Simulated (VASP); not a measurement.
# Al (P6_3/mmc) in VASP: a series of runs, part 2 of 2

VASP 6.6.1. Earlier steps stand in the parts before.

**3. Single point, PBEsol (strain -0.0750 x Voigt [1, 1, 0, 0, 0, 0])**

INCAR reads:

```
SYSTEM = Al
  PREC = Accurate
  ENCUT = 520
  EDIFF = 1E-7
  ISMEAR = 0
  SIGMA = 0.15
  LREAL = .False.
  LASPH = .True.
  NELM = 100
  ALGO = Normal
  ISIF = 2
  LWAVE = .False.
  LCHARG = .False.
  GGA = PS
  NBANDS = 10
```

KPOINTS reads:

```
Automatic mesh
0
Gamma
  18 18 10
  0 0 0
```

POSCAR reads:

```
Al
1.0
    2.6015212001      0.0000000000      0.0000000000
   -1.3007606000      2.2529834478      0.0000000000
    0.0000000000      0.0000000000      4.8668500000
Al
2
Direct
    0.6666666667      0.3333333333      0.7500000000
    0.3333333333      0.6666666667      0.2500000000
```

Potentials or basis: VASP PAW PBE potentials, release 64 (Al).

On the command line:

```bash
cat potpaw_PBE.64/Al/POTCAR > POTCAR
mpirun -np 1 vasp_std > vasp.out
```

OUTCAR:

```text
SYSTEM = Al
   PREC = Accurate
   ENCUT = 520
   EDIFF = 1E-7
   ISMEAR = 0
   LREAL = .False.
   LASPH = .True.
   NELM = 100
   ISIF = 2
   GGA = PS

 ion  position               nearest neighbor table
   1  0.667  0.333  0.750-   2 2.86   2 2.86   2 2.86   2 2.86   2 2.86   2 2.86
   2  0.333  0.667  0.250-   1 2.86   1 2.86   1 2.86   1 2.86   1 2.86   1 2.86

  LATTYP: Found a hexagonal cell.
 ALAT       =     2.6015212001
 C/A-ratio  =     1.8707708397

  Lattice vectors:

 A1 = (   2.6015212001,   0.0000000000,   0.0000000000)
 A2 = (  -1.3007606000,   2.2529834478,   0.0000000000)
 A3 = (   0.0000000000,   0.0000000000,   4.8668500000)

Analysis of symmetry for initial positions (statically):
=====================================================================
 Subroutine PRICEL returns:
 Original cell was already a primitive cell.

 Routine SETGRP: Setting up the symmetry group for a
 hexagonal supercell.

 Subroutine GETGRP returns: Found 24 space group operations
 (whereof 12 operations were pure point group operations)
 out of a pool of 24 trial point group operations.

The static configuration has the point symmetry D_3d.
 The point group associated with its full space group is D_6h.

Analysis of symmetry for dynamics (positions and initial velocities):
=====================================================================
 Subroutine PRICEL returns:
 Original cell was already a primitive cell.

 Routine SETGRP: Setting up the symmetry group for a
 hexagonal supercell.

 Subroutine GETGRP returns: Found 24 space group operations
 (whereof 12 operations were pure point group operations)
 out of a pool of 24 trial point group operations.

The dynamic configuration has the point symmetry D_3d.
 The point group associated with its full space group is D_6h.

 Subroutine INISYM returns: Found 24 space group operations
 (whereof 12 operations are pure point group operations),
 and found     1 'primitive' translations

----------------------------------------------------------------------------------------

                                     Primitive cell

  volume of cell :      28.5255

  direct lattice vectors                    reciprocal lattice vectors
     2.601521200  0.000000000  0.000000000     0.384390487  0.221927951  0.000000000
    -1.300760600  2.252983448  0.000000000     0.000000000  0.443855902  0.000000000
     0.000000000  0.000000000  4.866850000     0.000000000  0.000000000  0.205471712

  length of vectors
     2.601521200  2.601521200  4.866850000     0.443855902  0.443855902  0.205471712

  position of ions in fractional coordinates (direct lattice)
     0.666666667  0.333333333  0.750000000
     0.333333333  0.666666667  0.250000000

  ion indices of the primitive-cell ions
   primitive index   ion index
                 1           1
                 2           2

----------------------------------------------------------------------------------------

 KPOINTS: Automatic mesh

Automatic generation of k-mesh.
 Grid dimensions read from file:
 generate k-points for:   18   18   10

 Generating k-lattice:

  Cartesian coordinates                     Fractional coordinates (reciprocal lattice)
     0.021355027  0.012329331  0.000000000     0.055555556  0.000000000  0.000000000
[... 40 lines left out ...]
 [... further k-points ...]
   k-points           NKPTS =    222   k-points in BZ     NKDIM =    222   number of bands    NBANDS=     10
   number of dos      NEDOS =    301   number of ions     NIONS =      2
   total plane-waves  NPLWV =  14400
   dimension x,y,z NGX =    20 NGY =   20 NGZ =   36
   dimension x,y,z NGXF=    40 NGYF=   40 NGZF=   72
   ions per type =               2
   NGX,Y,Z   is equivalent  to a cutoff of  12.78, 12.78, 12.30 a.u.
   NGXF,Y,Z  is equivalent  to a cutoff of  25.56, 25.56, 24.59 a.u.
 SYSTEM =  Al
   PREC   = accura    normal or accurate (medium, high low for compatibility)
   ISTART =      0    job   : 0-new  1-cont  2-samecut
   ICHARG =      2    charge: 1-file 2-atom 10-const
   ISPIN  =      1    spin polarized calculation?
   LNONCOLLINEAR =      F non collinear calculations
   LSORBIT =      F    spin-orbit coupling
   LASPH  =      T    aspherical Exc in radial PAW
   ENCUT  =  520.0 eV  38.22 Ry    6.18 a.u.   4.84  4.84  9.05*2*pi/ulx,y,z
   NELM   =    100;   NELMIN=  2; NELMDL= -5     # of ELM steps
   EDIFF  = 0.1E-06   stopping-criterion for ELM
   LREAL  =      F    real-space projection
   EDIFFG = 0.1E-05   stopping-criterion for IOM
   NSW    =      0    number of steps for IOM
   IBRION =     -1    ionic relax: 0-MD 1-quasi-New 2-CG
   NFREE  =      0    steps in history (QN), initial steepest desc. (CG)
   ISIF   =      2    stress and relaxation
   ISYM   =      2    0-nonsym 1-usesym 2-fastsym
   POTIM  = 0.5000    time-step for ionic-motion
   TEBEG  =    0.0;   TEEND  =   0.0 temperature during run
   PSTRESS=    0.0 pullay stress
   NELECT =       6.0000    total number of electrons
   NUPDOWN=      -1.0000    fix difference up-down
   EMIN   =  10.00;   EMAX   =-10.00  energy-range for DOS
   EFERMI =   0.00;   METHOD = LEGACY
   ISMEAR =     0;   SIGMA  =   0.15  broadening in eV -4-tet -1-fermi 0-gaus
   EFERMI_NEDOS =   21; number of points for ismear=-14 and -15
   IALGO  =     38    algorithm
   IMIX   =      4    mixing-type and parameters
     AMIX     =   0.40;   BMIX     =  1.00
     AMIX_MAG =   1.60;   BMIX_MAG =  1.00
  volume/ion in A,a.u.               =      14.26        96.25
  Fermi-wavevector in a.u.,A,eV,Ry     =   0.973601  1.839838 12.896935  0.947898
  Thomas-Fermi vector in A             =   2.103993
   LORBIT       =      0    0 simple, 1 ext, 2 COOP (PROOUT), +10 PAW based schemes
   GGA     = PS    functional components
   LHFCALC =     F    Hartree Fock is set to
   AEXX    =    0.0000 exact exchange contribution
   IVDW    =     0    specifies the selected vdW correction
   LEPSILON=     F    determine dielectric tensor
   LRPA    =     F    only Hartree local field effects (RPA)
 non-spin polarized calculation
 Gauss-broadening in eV      SIGMA  =   0.15
  energy-cutoff  :      520.00
  volume of cell :       28.53
 maximum number of plane-waves:       786
 NGX is ok and might be reduce to    20
   NGX =  9   NGY =  9   NGZ = 19

 number of electron       6.0000000 magnetization

 Free energy of the ion-electron system (eV)
  ---------------------------------------------------
  ext. energy  EPLUGINS =         0.00000000
  ---------------------------------------------------
  free energy    TOTEN  =        -7.82154142 eV

  energy without entropy =       -7.81405402  energy(sigma->0) =       -7.81779772

 E-fermi :   9.4923     XC(G=0): -10.7914

 val. band max:        9.4753887925   @ k =   0.2778   0.0000   0.3000
 cond. band min:       9.4997768895   @ k =   0.4444   0.0556   0.0000
 fundamental gap:      0.0243880970
 Fermi energy:         9.4923278212

 k-point     1 :       0.0000    0.0000    0.0000
  band No.  band energies     occupation
      1      -2.6368      2.00000
      2       3.2606      2.00000
      3       3.6544      2.00000
      4      19.7297      0.00000
      5      20.9552      0.00000
      6      23.1797      0.00000
      7      23.1797      0.00000
      8      23.7122      0.00000
      9      23.7122      0.00000
     10      27.0459      0.00000
[... 287 lines left out ...]
 k-point    24 :       0.3889    0.1111    0.0000
  band No.  band energies     occupation
      1       3.2118      2.00000
      2       6.1199      2.00000
      3       9.1366      1.99920
      4       9.2522      1.97642
      5      11.7127      0.00000
      6      12.3260      0.00000
      7      14.9292      0.00000
      8      19.5642      0.00000
      9      19.9106      0.00000
     10      22.8288      0.00000

 [... further k-points ...]

------------------------ aborting loop because EDIFF is reached ----------------------------------------

  FORCE on cell =-STRESS in cart. coord.  units (eV):
  Direction    XX          YY          ZZ          XY          YZ          ZX
  --------------------------------------------------------------------------------------
  -------------------------------------------------------------------------------------
  Total        4.2515065      4.2515065      0.7865833      0.0000000     -0.0000000      0.0000000
  in kB      238.7921769    238.7921769     44.1796217      0.0000000     -0.0000000      0.0000000
  external PRESSURE =     173.9213251 kB  Pullay stress =       0.0000000 kB

 VOLUME and BASIS-vectors are now :
 -----------------------------------------------------------------------------
  energy-cutoff  :      520.00
  volume of cell :       28.53
      direct lattice vectors                 reciprocal lattice vectors
     2.601521200  0.000000000  0.000000000     0.384390487  0.221927951  0.000000000
    -1.300760600  2.252983448  0.000000000     0.000000000  0.443855902  0.000000000
     0.000000000  0.000000000  4.866850000     0.000000000  0.000000000  0.205471712

 POSITION                                       TOTAL-FORCE (eV/Angst)
 -----------------------------------------------------------------------------------
      1.30076      0.75099      3.65014        -0.000000      0.000000      0.000000
     -0.00000      1.50199      1.21671         0.000000     -0.000000     -0.000000
 -----------------------------------------------------------------------------------
    total drift:                                0.000000     -0.000000      0.000000

  FREE ENERGIE OF THE ION-ELECTRON SYSTEM (eV)
  ---------------------------------------------------
  free  energy   TOTEN  =        -7.8215414224 eV

  energy  without entropy=       -7.8140540213  energy(sigma->0) =       -7.81779772
```

Run time: 85 s. Hardware: 1 thread of AMD EPYC 7R43 (Zen 3), shared host; peak memory 0.14 GiB.

Results:

| Quantity | Value |
| --- | --- |
| Free energy | -7.8215 eV |
| Pressure | 17.4 GPa |
| Band gap on the k mesh | zero (bands 3 and 4 overlap by 6.09 eV) |

Stress tensor (GPa, compression positive):
```
23.88  0.00  0.00
 0.00 23.88  0.00
 0.00  0.00  4.42
```

Caveat: the cell differs from its parent crystal (strain -0.0750 x Voigt [1, 1, 0, 0, 0, 0]); the stress differs along the axes, from 4 to 24 GPa; the PAW data sets were made with another functional, which shifts forces and pressure a little.

The gap in the log of VASP goes by the Fermi energy; the results here count the filled bands.